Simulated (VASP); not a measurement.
# Si2Ni (Fm-3m) in VASP: notebook, part 2 of 2

VASP 6.6.1. The steps go on from the part before.

**4. Single point, revPBE, collinear spin (13.35 Å³/atom)**

This run uses another cell than the first one, of 13.35 Å³/atom.

Contents of INCAR:

```
SYSTEM = Si2Ni
PREC     = Accurate       ! precision mode
ENCUT    = 520            ! plane-wave cutoff, eV
EDIFF    = 1E-6           ! SCF threshold, eV
ISMEAR   = 0              ! smearing method
SIGMA    = 0.05           ! smearing width, eV
LREAL    = .False.        ! projectors in reciprocal space
LASPH    = .True.         ! aspherical terms in the spheres
NELM     = 150            ! most SCF steps
ALGO     = Normal         ! electronic algorithm
ISIF     = 2              ! what is computed and relaxed
LWAVE    = .False.        ! write WAVECAR
LCHARG   = .False.        ! write CHGCAR
ISPIN    = 2              ! spin polarisation
MAGMOM   = 0 0 0.05       ! initial moments
LORBIT   = 11             ! projections on sites
LMAXMIX  = 4              ! l up to which the mixer works
GGA      = RE             ! functional
NBANDS   = 20             ! bands
```

Contents of KPOINTS:

```
regular mesh
0
Gamma
  8 8 8
  0 0 0
```

Contents of POSCAR:

```
Si2Ni
1.0
    0.0000000000      2.7156652651      2.7156652651
    2.7156652651      0.0000000000      2.7156652651
    2.7156652651      2.7156652651      0.0000000000
Si Ni
2 1
Direct
    0.2500000000      0.2500000000      0.2500000000
    0.7500000000      0.7500000000      0.7500000000
    0.0000000000      0.0000000000      0.0000000000
```

Potentials or basis: VASP PAW PBE potentials, release 64 (Si, Ni).

The run is started by

```sh
$ cat potpaw_PBE.64/Si/POTCAR potpaw_PBE.64/Ni/POTCAR > POTCAR
$ mpirun -np 1 vasp_std > vasp.out
```

OUTCAR:

```text
SYSTEM = Si2Ni
   PREC = Accurate
   ENCUT = 520
   EDIFF = 1E-6
   ISMEAR = 0
   LREAL = .False.
   LASPH = .True.
   NELM = 150
   ISIF = 2
   ISPIN = 2
   LORBIT = 11
   GGA = RE

 ion  position               nearest neighbor table
   1  0.250  0.250  0.250-   3 2.35   3 2.35   3 2.35   3 2.35   2 2.72   2 2.72   2 2.72   2 2.72
                             2 2.72   2 2.72
   2  0.750  0.750  0.750-   3 2.35   3 2.35   3 2.35   3 2.35   1 2.72   1 2.72   1 2.72   1 2.72
                             1 2.72   1 2.72
   3  0.000  0.000  0.000-   2 2.35   2 2.35   2 2.35   1 2.35   2 2.35   1 2.35   1 2.35   1 2.35

  LATTYP: Found a face centered cubic cell.
 ALAT       =     5.4313305302

  Lattice vectors:

 A1 = (   0.0000000000,   2.7156652651,   2.7156652651)
 A2 = (   2.7156652651,   0.0000000000,   2.7156652651)
 A3 = (   2.7156652651,   2.7156652651,   0.0000000000)

Analysis of symmetry for initial positions (statically):
=====================================================================
 Subroutine PRICEL returns:
 Original cell was already a primitive cell.

 Routine SETGRP: Setting up the symmetry group for a
 face centered cubic supercell.

 Subroutine GETGRP returns: Found 48 space group operations
 (whereof 48 operations were pure point group operations)
 out of a pool of 48 trial point group operations.

The static configuration has the point symmetry O_h .

Analysis of symmetry for dynamics (positions and initial velocities):
=====================================================================
 Subroutine PRICEL returns:
 Original cell was already a primitive cell.

 Routine SETGRP: Setting up the symmetry group for a
 face centered cubic supercell.

 Subroutine GETGRP returns: Found 48 space group operations
 (whereof 48 operations were pure point group operations)
 out of a pool of 48 trial point group operations.

The dynamic configuration has the point symmetry O_h .

Analysis of structural, dynamic, and magnetic symmetry:
=====================================================================
 Subroutine PRICEL returns:
 Original cell was already a primitive cell.

 Routine SETGRP: Setting up the symmetry group for a
 face centered cubic supercell.

 Subroutine GETGRP returns: Found 48 space group operations
 (whereof 48 operations were pure point group operations)
 out of a pool of 48 trial point group operations.

The overall configuration has the point symmetry O_h .

 Subroutine INISYM returns: Found 48 space group operations
 (whereof 48 operations are pure point group operations),
 and found     1 'primitive' translations

----------------------------------------------------------------------------------------

                                     Primitive cell

  volume of cell :      40.0552

  direct lattice vectors                    reciprocal lattice vectors
     0.000000000  2.715665265  2.715665265    -0.184116948  0.184116948  0.184116948
     2.715665265  0.000000000  2.715665265     0.184116948 -0.184116948  0.184116948
     2.715665265  2.715665265  0.000000000     0.184116948  0.184116948 -0.184116948

  length of vectors
     3.840530649  3.840530649  3.840530649     0.318899908  0.318899908  0.318899908

[... 79 lines left out ...]
   LASPH  =      T    aspherical Exc in radial PAW
   ENCUT  =  520.0 eV  38.22 Ry    6.18 a.u.   7.14  7.14  7.14*2*pi/ulx,y,z
   NELM   =    150;   NELMIN=  2; NELMDL= -5     # of ELM steps
   EDIFF  = 0.1E-05   stopping-criterion for ELM
   LREAL  =      F    real-space projection
   EDIFFG = 0.1E-04   stopping-criterion for IOM
   NSW    =      0    number of steps for IOM
   IBRION =     -1    ionic relax: 0-MD 1-quasi-New 2-CG
   NFREE  =      0    steps in history (QN), initial steepest desc. (CG)
   ISIF   =      2    stress and relaxation
   ISYM   =      2    0-nonsym 1-usesym 2-fastsym
   POTIM  = 0.5000    time-step for ionic-motion
   TEBEG  =    0.0;   TEEND  =   0.0 temperature during run
   PSTRESS=    0.0 pullay stress
   NELECT =      18.0000    total number of electrons
   NUPDOWN=      -1.0000    fix difference up-down
   EMIN   =  10.00;   EMAX   =-10.00  energy-range for DOS
   EFERMI =   0.00;   METHOD = LEGACY
   ISMEAR =     0;   SIGMA  =   0.05  broadening in eV -4-tet -1-fermi 0-gaus
   EFERMI_NEDOS =   21; number of points for ismear=-14 and -15
   IALGO  =     38    algorithm
   IMIX   =      4    mixing-type and parameters
     AMIX     =   0.40;   BMIX     =  1.00
     AMIX_MAG =   1.60;   BMIX_MAG =  1.00
  volume/ion in A,a.u.               =      13.35        90.10
  Fermi-wavevector in a.u.,A,eV,Ry     =   1.253948  2.369618 21.393595  1.572385
  Thomas-Fermi vector in A             =   2.387776
   LORBIT       =     11    0 simple, 1 ext, 2 COOP (PROOUT), +10 PAW based schemes
   GGA     = RE    functional components
   LHFCALC =     F    Hartree Fock is set to
   AEXX    =    0.0000 exact exchange contribution
   IVDW    =     0    specifies the selected vdW correction
   LEPSILON=     F    determine dielectric tensor
   LRPA    =     F    only Hartree local field effects (RPA)
 spin polarized calculation
 Gauss-broadening in eV      SIGMA  =   0.05
  energy-cutoff  :      520.00
  volume of cell :       40.06
 maximum number of plane-waves:      1090
 NGX is ok and might be reduce to    30
   NGX = 15   NGY = 15   NGZ = 15

 number of electron      17.9999990 magnetization      -0.0002166

 number of electron      17.9999990 magnetization       0.0000245

 Free energy of the ion-electron system (eV)
  ---------------------------------------------------
  ext. energy  EPLUGINS =         0.00000000
  ---------------------------------------------------
  free energy    TOTEN  =       -16.45147605 eV

  energy without entropy =      -16.44870830  energy(sigma->0) =      -16.45009218

 E-fermi :  10.2101     XC(G=0): -11.4837

 val. band max:       10.1989904379   @ k =   0.2500   0.0000   0.0000
 cond. band min:      10.2509581995   @ k =   0.3750   0.2500   0.0000
 fundamental gap:      0.0519677617
 Fermi energy:        10.2101153333

 spin component 1

 k-point     1 :       0.0000    0.0000    0.0000
  band No.  band energies     occupation
      1      -3.4000      1.00000
      2       5.1976      1.00000
      3       5.1976      1.00000
      4       5.1976      1.00000
      5       6.8657      1.00000
      6       6.8657      1.00000
[... 541 lines left out ...]
     19      24.2594      0.00000
     20      24.8735      0.00000

 [... further k-points ...]

 spin component 2

 k-point     1 :       0.0000    0.0000    0.0000
  band No.  band energies     occupation
      1      -3.4000      1.00000
      2       5.1976      1.00000
      3       5.1976      1.00000
      4       5.1976      1.00000
      5       6.8656      1.00000
      6       6.8656      1.00000
[... 541 lines left out ...]
     19      24.2594      0.00000
     20      24.8820      0.00000

 [... further k-points ...]

------------------------ aborting loop because EDIFF is reached ----------------------------------------

  FORCE on cell =-STRESS in cart. coord.  units (eV):
  Direction    XX          YY          ZZ          XY          YZ          ZX
  --------------------------------------------------------------------------------------
  -------------------------------------------------------------------------------------
  Total        0.6401505      0.6401505      0.6401505      0.0000000      0.0000000     -0.0000000
  in kB       25.6055417     25.6055417     25.6055417      0.0000000      0.0000000     -0.0000000
  external PRESSURE =      25.6055417 kB  Pullay stress =       0.0000000 kB

 VOLUME and BASIS-vectors are now :
 -----------------------------------------------------------------------------
  energy-cutoff  :      520.00
  volume of cell :       40.06
      direct lattice vectors                 reciprocal lattice vectors
     0.000000000  2.715665265  2.715665265    -0.184116948  0.184116948  0.184116948
     2.715665265  0.000000000  2.715665265     0.184116948 -0.184116948  0.184116948
     2.715665265  2.715665265  0.000000000     0.184116948  0.184116948 -0.184116948

 POSITION                                       TOTAL-FORCE (eV/Angst)
 -----------------------------------------------------------------------------------
      1.35783      1.35783      1.35783        -0.000000     -0.000000     -0.000000
      4.07350      4.07350      4.07350         0.000000      0.000000      0.000000
      0.00000      0.00000      0.00000        -0.000000      0.000000     -0.000000
 -----------------------------------------------------------------------------------
    total drift:                                0.000000     -0.000000     -0.000000

  FREE ENERGIE OF THE ION-ELECTRON SYSTEM (eV)
  ---------------------------------------------------
  free  energy   TOTEN  =       -16.4514760528 eV

  energy  without entropy=      -16.4487083012  energy(sigma->0) =      -16.45009218

 total charge

# of ion       s       p       d       tot
------------------------------------------
    1        0.740   0.838   0.000   1.578
    2        0.740   0.838   0.000   1.578
    3        0.551   0.786   8.429   9.766
--------------------------------------------------
tot          2.030   2.462   8.429  12.921

 magnetization (x)

# of ion       s       p       d       tot
------------------------------------------
    1        0.000   0.000   0.000   0.000
    2        0.000   0.000   0.000   0.000
    3       -0.000  -0.000  -0.000  -0.000
--------------------------------------------------
tot          0.000  -0.000  -0.000  -0.000
```

Wall time 97 s (1 thread of Intel Xeon 8259CL, shared host); peak memory 0.2 GiB.

What came out:

| Property | Result |
| --- | --- |
| Free energy | -16.4515 eV |
| Pressure | 2.6 GPa |
| Band gap on the k mesh | zero (filled and empty bands overlap) |
| Net moment | 0.00 μB per cell |
| Valence electrons inside the program's atomic spheres | Si 1.58; Ni 9.77 |

Levels at points of the mesh, in eV from the Fermi level:
Spin up:
```csv
k point,band 7,band 8,band 9,band 10,band 11,band 12
"(0.00, 0.00, 0.00)",-0.23,1.78,1.78,1.78,2.40,2.40
"(0.50, 0.00, 0.00)",-3.16,-1.31,-1.31,1.89,1.89,1.91
"(0.50, 0.50, 0.00)",-3.43,-3.27,-2.95,-0.33,1.55,7.78
```
Spin down:
```tsv
k point	band 6	band 7	band 8	band 9	band 10	band 11	band 12	band 13
(0.00, 0.00, 0.00)	-3.34	-0.23	1.78	1.78	1.78	2.40	2.40	2.40
(0.50, 0.00, 0.00)	-3.16	-3.16	-1.31	-1.31	1.89	1.89	1.91	2.67
(0.50, 0.50, 0.00)	-3.43	-3.43	-3.27	-2.95	-0.33	1.55	7.78	8.34
```

Caveat: the PAW data sets were made with another functional, which shifts forces and pressure a little.

**5. Summary**

| level | potentials or basis | cell | gap on the mesh (eV) | pressure (GPa) | moment (μB) |
| --- | --- | --- | --- | --- | --- |
| PBE+D4 | VASP PAW PBE potentials, release 64 (Si, Ni) | a = 3.827 Å, angles 60.0°, 3 atoms | none | -3.0 | 0.00 |
| LDA | VASP PAW LDA potentials, release 64 (Si, Ni) | a = 3.828 Å, angles 60.0°, 3 atoms | none | -5.3 | 0.00 |
| revPBE | VASP PAW PBE potentials, release 64 (Si, Ni) | a = 3.841 Å, angles 60.0°, 3 atoms | none | 2.6 | 0.00 |

Alike in all rows: task single point; spin collinear; k mesh 8 × 8 × 8; cutoff (eV) 520; smearing gaussian 0.05 eV.

Caveats: the cell stands under tension (at least some runs); the PAW data sets were made with another functional, which shifts forces and pressure a little (at least some runs).

Absolute energies hang on the potentials; compare differences alone.
